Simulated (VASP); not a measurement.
# Nb (Fd-3m) in VASP: relaxation of cell and atoms with PBE

Aim: the relaxation of cell and atoms of Nb with PBE.

Program: VASP 6.6.1. These are calculated values, not measurements. Logs are shortened: lines on timing, memory, paths and dates and some standing lists are left out, and cuts for length are marked.

### 1 The cell of the first run

Symmetry: Fd-3m, No. 227, cubic system. Conventional cell: a = 6.439 Å, b = 6.439 Å, c = 6.439 Å, α = 90.00°, β = 90.00°, γ = 90.00°. Within 3.7 Å of Nb (site symmetry -43m) lie 4 Nb at 2.79 Å.

This isn't the form of Nb at room conditions, which is bcc.

### 2 Relaxation of cell and atoms, PBE

Contents of INCAR:

```
SYSTEM = Nb
  PREC = Accurate
  ENCUT = 600
  EDIFF = 1E-7
  ISMEAR = -1
  SIGMA = 0.08
  LREAL = .False.
  LASPH = .True.
  NELM = 100
  ALGO = Normal
  ISIF = 3
  LWAVE = .False.
  LCHARG = .False.
  GGA = PE
  IBRION = 2
  NSW = 100
  EDIFFG = -0.005
```

Contents of KPOINTS:

```
regular mesh
0
Gamma
  11 11 11
  0 0 0
```

Contents of POSCAR:

```
Nb
1.0
    0.0000000000      3.2195088072      3.2195088072
    3.2195088072      0.0000000000      3.2195088072
    3.2195088072      3.2195088072      0.0000000000
Nb
2
Direct
    0.0000000000      0.0000000000      0.0000000000
    0.2500000000      0.2500000000      0.2500000000
```

Potentials or basis: VASP PAW PBE potentials, release 64 (Nb_sv).

The run is started by

```
> cat potpaw_PBE.64/Nb_sv/POTCAR > POTCAR
> mpirun -np 1 vasp_std > vasp.out
```

OUTCAR:

```text
SYSTEM = Nb
   PREC = Accurate
   ENCUT = 600
   EDIFF = 1E-7
   ISMEAR = -1
   LREAL = .False.
   LASPH = .True.
   NELM = 100
   ISIF = 3
   GGA = PE
   IBRION = 2
   NSW = 100
   EDIFFG = -0.005

 ion  position               nearest neighbor table
   1  0.000  0.000  0.000-   2 2.79   2 2.79   2 2.79   2 2.79
   2  0.250  0.250  0.250-   1 2.79   1 2.79   1 2.79   1 2.79

  LATTYP: Found a face centered cubic cell.
 ALAT       =     6.4390176144

  Lattice vectors:

 A1 = (   0.0000000000,   3.2195088072,   3.2195088072)
 A2 = (   3.2195088072,   0.0000000000,   3.2195088072)
 A3 = (   3.2195088072,   3.2195088072,   0.0000000000)

Analysis of symmetry for initial positions (statically):
=====================================================================
 Subroutine PRICEL returns:
 Original cell was already a primitive cell.

 Routine SETGRP: Setting up the symmetry group for a
 face centered cubic supercell.

 Subroutine GETGRP returns: Found 48 space group operations
 (whereof 24 operations were pure point group operations)
 out of a pool of 48 trial point group operations.

The static configuration has the point symmetry T_d .
 The point group associated with its full space group is O_h .

Analysis of symmetry for dynamics (positions and initial velocities):
=====================================================================
 Subroutine PRICEL returns:
 Original cell was already a primitive cell.

 Routine SETGRP: Setting up the symmetry group for a
 face centered cubic supercell.

 Subroutine GETGRP returns: Found 48 space group operations
 (whereof 24 operations were pure point group operations)
 out of a pool of 48 trial point group operations.

The dynamic configuration has the point symmetry T_d .
 The point group associated with its full space group is O_h .

 Subroutine INISYM returns: Found 48 space group operations
 (whereof 24 operations are pure point group operations),
 and found     1 'primitive' translations

----------------------------------------------------------------------------------------

                                     Primitive cell

  volume of cell :      66.7419

  direct lattice vectors                    reciprocal lattice vectors
     0.000000000  3.219508807  3.219508807    -0.155303194  0.155303194  0.155303194
     3.219508807  0.000000000  3.219508807     0.155303194 -0.155303194  0.155303194
     3.219508807  3.219508807  0.000000000     0.155303194  0.155303194 -0.155303194

  length of vectors
     4.553073019  4.553073019  4.553073019     0.268993022  0.268993022  0.268993022

  position of ions in fractional coordinates (direct lattice)
     0.000000000  0.000000000  0.000000000
     0.250000000  0.250000000  0.250000000

  ion indices of the primitive-cell ions
   primitive index   ion index
                 1           1
                 2           2

----------------------------------------------------------------------------------------

 KPOINTS: regular mesh

Automatic generation of k-mesh.
 Grid dimensions read from file:
 generate k-points for:   11   11   11

 Generating k-lattice:

  Cartesian coordinates                     Fractional coordinates (reciprocal lattice)
    -0.014118472  0.014118472  0.014118472     0.090909091  0.000000000  0.000000000
     0.014118472 -0.014118472  0.014118472     0.000000000  0.090909091  0.000000000
     0.014118472  0.014118472 -0.014118472     0.000000000  0.000000000  0.090909091

  Length of vectors
     0.024453911  0.024453911  0.024453911

  Shift w.r.t. Gamma in fractional coordinates (k-lattice)
     0.000000000  0.000000000  0.000000000

 Subroutine IBZKPT returns following result:
 ===========================================

 Found     56 irreducible k-points:

 Following reciprocal coordinates:
            Coordinates               Weight
  0.000000  0.000000  0.000000      1.000000
  0.090909  0.000000  0.000000      8.000000
  0.181818  0.000000  0.000000      8.000000
  0.272727  0.000000  0.000000      8.000000
  0.363636  0.000000  0.000000      8.000000
  0.454545  0.000000  0.000000      8.000000
[... 16 lines left out ...]
 -0.272727  0.181818  0.000000     24.000000
 -0.181818  0.181818  0.000000     12.000000
 [... further k-points ...]
   k-points           NKPTS =     56   k-points in BZ     NKDIM =     56   number of bands    NBANDS=     17
   number of dos      NEDOS =    301   number of ions     NIONS =      2
   total plane-waves  NPLWV =  46656
   dimension x,y,z NGX =    36 NGY =   36 NGZ =   36
   dimension x,y,z NGXF=    72 NGYF=   72 NGZF=   72
   ions per type =               2
   NGX,Y,Z   is equivalent  to a cutoff of  13.14, 13.14, 13.14 a.u.
   NGXF,Y,Z  is equivalent  to a cutoff of  26.29, 26.29, 26.29 a.u.
 SYSTEM =  Nb
   PREC   = accura    normal or accurate (medium, high low for compatibility)
   ISTART =      0    job   : 0-new  1-cont  2-samecut
   ICHARG =      2    charge: 1-file 2-atom 10-const
   ISPIN  =      1    spin polarized calculation?
   LNONCOLLINEAR =      F non collinear calculations
   LSORBIT =      F    spin-orbit coupling
   LASPH  =      T    aspherical Exc in radial PAW
   ENCUT  =  600.0 eV  44.10 Ry    6.64 a.u.   9.09  9.09  9.09*2*pi/ulx,y,z
   NELM   =    100;   NELMIN=  2; NELMDL= -5     # of ELM steps
   EDIFF  = 0.1E-06   stopping-criterion for ELM
   LREAL  =      F    real-space projection
   EDIFFG = -.5E-02   stopping-criterion for IOM
   NSW    =    100    number of steps for IOM
   IBRION =      2    ionic relax: 0-MD 1-quasi-New 2-CG
   NFREE  =      1    steps in history (QN), initial steepest desc. (CG)
   ISIF   =      3    stress and relaxation
   ISYM   =      2    0-nonsym 1-usesym 2-fastsym
   POTIM  = 0.5000    time-step for ionic-motion
   TEBEG  =    0.0;   TEEND  =   0.0 temperature during run
   PSTRESS=    0.0 pullay stress
   NELECT =      26.0000    total number of electrons
   NUPDOWN=      -1.0000    fix difference up-down
   EMIN   =  10.00;   EMAX   =-10.00  energy-range for DOS
   EFERMI =   0.00;   METHOD = LEGACY
   ISMEAR =    -1;   SIGMA  =   0.08  broadening in eV -4-tet -1-fermi 0-gaus
   EFERMI_NEDOS =   21; number of points for ismear=-14 and -15
   IALGO  =     38    algorithm
   IMIX   =      4    mixing-type and parameters
     AMIX     =   0.40;   BMIX     =  1.00
     AMIX_MAG =   1.60;   BMIX_MAG =  1.00
  volume/ion in A,a.u.               =      33.37       225.20
  Fermi-wavevector in a.u.,A,eV,Ry     =   1.195638  2.259428 19.450208  1.429550
  Thomas-Fermi vector in A             =   2.331598
   LORBIT       =      0    0 simple, 1 ext, 2 COOP (PROOUT), +10 PAW based schemes
   GGA     = PE    functional components
   LHFCALC =     F    Hartree Fock is set to
   AEXX    =    0.0000 exact exchange contribution
   IVDW    =     0    specifies the selected vdW correction
   LEPSILON=     F    determine dielectric tensor
   LRPA    =     F    only Hartree local field effects (RPA)
 conjugate gradient relaxation of ions
 non-spin polarized calculation
  energy-cutoff  :      600.00
  volume of cell :       66.74
 maximum number of plane-waves:      2247
   NGX = 19   NGY = 19   NGZ = 19

--------------------------------------- Ionic step        1  -------------------------------------------

 number of electron      25.9999997 magnetization

 Free energy of the ion-electron system (eV)
  ---------------------------------------------------
  ext. energy  EPLUGINS =         0.00000000
  ---------------------------------------------------
  free energy    TOTEN  =       -14.80941725 eV

  energy without entropy =      -14.70158516  energy(sigma->0) =      -14.75550121

 E-fermi :   4.3097     XC(G=0):  -9.1935

 val. band max:        4.3082178732   @ k =  -0.4545   0.2727   0.0909
 cond. band min:       4.3230188064   @ k =  -0.4545   0.1818   0.0000
 fundamental gap:      0.0148009332
 Fermi energy:         4.3097172564

 k-point     1 :       0.0000    0.0000    0.0000
  band No.  band energies     occupation
      1     -50.2513      2.00000
      2     -49.9787      2.00000
      3     -26.4769      2.00000
      4     -26.4769      2.00000
      5     -26.4769      2.00000
      6     -25.9080      2.00000
[... 9 lines left out ...]
     16       5.8568      0.00000
     17       5.8568      0.00000
[... 518 lines left out ...]
 POSITION                                       TOTAL-FORCE (eV/Angst)
 -----------------------------------------------------------------------------------
      0.00000      0.00000      0.00000         0.000000      0.000000      0.000000
      1.44680      1.44680      1.44680        -0.000000     -0.000000     -0.000000
 -----------------------------------------------------------------------------------
    total drift:                                0.000000      0.000000      0.000000

  FREE ENERGIE OF THE ION-ELECTRON SYSTEM (eV)
  ---------------------------------------------------
  free  energy   TOTEN  =       -15.3493666914 eV

  energy  without entropy=      -15.2827529804  energy(sigma->0) =      -15.31605984

--------------------------------------- Ionic step        3  -------------------------------------------

 number of electron      26.0000000 magnetization

 Free energy of the ion-electron system (eV)
  ---------------------------------------------------
  ext. energy  EPLUGINS =         0.00000000
  ---------------------------------------------------
  free energy    TOTEN  =       -15.39542059 eV

  energy without entropy =      -15.32043838  energy(sigma->0) =      -15.35792949

 E-fermi :   6.6908     XC(G=0): -10.3161

 val. band max:        6.6881901295   @ k =  -0.4545   0.1818   0.0909
 cond. band min:       6.6977460633   @ k =  -0.4545   0.1818   0.0000
 fundamental gap:      0.0095559337
 Fermi energy:         6.6908177054

 k-point     1 :       0.0000    0.0000    0.0000
  band No.  band energies     occupation
      1     -47.8126      2.00000
      2     -47.1336      2.00000
      3     -24.2060      2.00000
      4     -24.2060      2.00000
      5     -24.2060      2.00000
      6     -23.0926      2.00000
[... 9 lines left out ...]
     16       8.5952      0.00000
     17       8.5952      0.00000
[... 482 lines left out ...]
 POSITION                                       TOTAL-FORCE (eV/Angst)
 -----------------------------------------------------------------------------------
      0.00000      0.00000      0.00000         0.000000      0.000000      0.000000
      1.47795      1.47795      1.47795         0.000000     -0.000000     -0.000000
 -----------------------------------------------------------------------------------
    total drift:                                0.000000      0.000000      0.000000

  FREE ENERGIE OF THE ION-ELECTRON SYSTEM (eV)
  ---------------------------------------------------
  free  energy   TOTEN  =       -15.3954205880 eV

  energy  without entropy=      -15.3204383825  energy(sigma->0) =      -15.35792949

 reached required accuracy - stopping structural energy minimisation
```

Wall time 5.4 min (1 thread of Intel Xeon 8259CL, shared host); peak memory 0.25 GiB.

Results:

| Quantity | Value |
| --- | --- |
| Free energy | -15.3954 eV |
| Relaxed volume | 25.83 Å³/atom |
| Relaxed cell | a = 4.180 Å, b = 4.180 Å, c = 4.180 Å, α = 60.00°, β = 60.00°, γ = 60.00° |
| Space group after relaxing (to 0.1 Å) | Fd-3m (No. 227) |
| Energy gained by relaxing | 293.0 meV/atom |
| Ionic steps | 3 |
| Pressure after relaxing | 0.0 GPa |
| Band gap on the k mesh | zero (bands 13 and 14 overlap by 1.02 eV) |

The path:
| step | energy change (eV) | largest force (eV/Å) | pressure (GPa) | volume (Å³) |
| --- | --- | --- | --- | --- |
| 1 | 0.0000 | 0.0000 | -10.07 | 66.74 |
| 2 | -0.5399 | 0.0000 | 4.84 | 48.46 |
| 3 | -0.5860 | 0.0000 | 0.02 | 51.65 |

Final structure:
```
Nb
1.0
     0.00000    2.95590    2.95590
     2.95590    0.00000    2.95590
     2.95590    2.95590    0.00000
Nb
2
Direct
  0.00000 0.00000 0.00000
  0.25000 0.25000 0.25000
```

Caveat: the volume moved by over 15 % at a fixed basis, so the end points are rough.
